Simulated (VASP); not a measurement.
A run of VASP 6.6.1 is set up as follows.

The input INCAR:

```
  PREC = Accurate
  ENCUT = 520
  EDIFF = 1E-7
  ISMEAR = -1
  SIGMA = 0.06
  LREAL = False
  LASPH = True
  NELM = 100
  ALGO = Normal
  ISIF = 2
  LWAVE = False
  LCHARG = False
  GGA = PS
  NBANDS = 17
```

KPOINTS

```
regular mesh
0
Gamma
  8 8 8
```

Contents of POSCAR:

```
PbS
1.0
    0.0000000000      2.9748505000      2.9748505000
    2.9748505000      0.0000000000      2.9748505000
    2.9748505000      2.9748505000      0.0000000000
Pb S
1 1
Direct
    0.0000000000      0.0000000000      0.0000000000
    0.5000000000      0.5000000000      0.5000000000
```

Potentials or basis: VASP PAW PBE potentials, release 64 (Pb_d, S).

The run is started by

```console
$ cat potpaw_PBE.64/Pb_d/POTCAR potpaw_PBE.64/S/POTCAR > POTCAR
$ mpirun -np 1 vasp_std > vasp.out
```

Estimate the band gap on the k mesh.

0.29 eV, direct.

Predict the pressure.

-1.4 GPa.

Caveat: the PAW data sets were made with another functional, which shifts forces and pressure a little; spin-orbit coupling is left out, which moves the levels of the heavy elements. A k mesh can miss the band edges.
